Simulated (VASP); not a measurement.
**FeS2: single point with PBEsol**

FeS2:

```
CELL_PARAMETERS angstrom
4.36758 0.00000 0.00000
0.00000 5.33311 0.00000
0.00000 0.00000 3.34441
ATOMIC_POSITIONS crystal
Fe 0.50000 0.50000 0.50000
Fe 0.00000 0.00000 0.00000
S 0.29288 0.87441 0.50000
S 0.70712 0.12559 0.50000
S 0.20712 0.37441 0.00000
S 0.79288 0.62559 0.00000
```

```yaml
Program: VASP 6.6.1
Task: single point
Functional: PBEsol
Potentials_or_basis: VASP PAW PBE potentials, release 64 (Fe, S)
Cutoff: 600 eV
k_mesh: 6 × 4 × 8
Occupations: fermi-dirac, width 0.02 eV
Spin: no spin polarisation
Dipole_correction: no
Further_INCAR_settings: ALGO = Normal; EDIFF = 1e-06; NBANDS = 29
```

```json
{
  "Pressure": "0.6 GPa",
  "Largest force": "0.053 eV/Å",
  "Band gap on the k mesh": "0.93 eV (least direct gap 1.28 eV)"
}
```

Forces on the atoms (eV/Å):
```
Fe   0.000  0.000  0.000
Fe   0.000  0.000  0.000
S    0.046  0.026  0.000
S   -0.046 -0.026  0.000
S   -0.046  0.026  0.000
S    0.046 -0.026  0.000
```

Stress tensor (GPa, compression positive):
```
0.45 0.00 0.00
0.00 0.60 0.00
0.00 0.00 0.61
```

Levels at points of the mesh, in eV from the valence-band top:
| k point | band 18 | band 19 | band 20 | band 21 | band 22 | band 23 |
| --- | --- | --- | --- | --- | --- | --- |
| (0.00, 0.00, 0.00) | -0.85 | -0.84 | -0.49 | 1.12 | 1.51 | 2.86 |
| (0.50, 0.00, 0.00) | -0.72 | -0.12 | -0.12 | 1.91 | 1.91 | 1.96 |
| (0.00, 0.50, 0.00) | -0.88 | -0.36 | -0.36 | 1.14 | 1.14 | 2.60 |
| (0.50, 0.50, 0.00) | -1.23 | -1.02 | -1.02 | 1.51 | 1.51 | 2.14 |
| (0.00, 0.00, 0.50) | -0.97 | -0.47 | -0.47 | 1.60 | 1.60 | 1.81 |
| (0.50, 0.00, 0.50) | -0.82 | -0.38 | -0.38 | 1.58 | 1.58 | 1.97 |
| (0.00, 0.50, 0.50) | -1.59 | -0.43 | -0.43 | 0.93 | 0.93 | 2.36 |
| (0.50, 0.50, 0.50) | -0.65 | -0.41 | -0.41 | 1.63 | 1.63 | 2.22 |

Wall time 2.6 min on 1 thread of Intel(R) Xeon(R) Platinum 8259CL CPU @ 2.50GHz (Skylake/Cascade Lake) (shared host), peak memory 0.29 GiB.

Caveat: the PAW data sets were made with another functional, which shifts forces and pressure a little. A k mesh can miss the band edges.
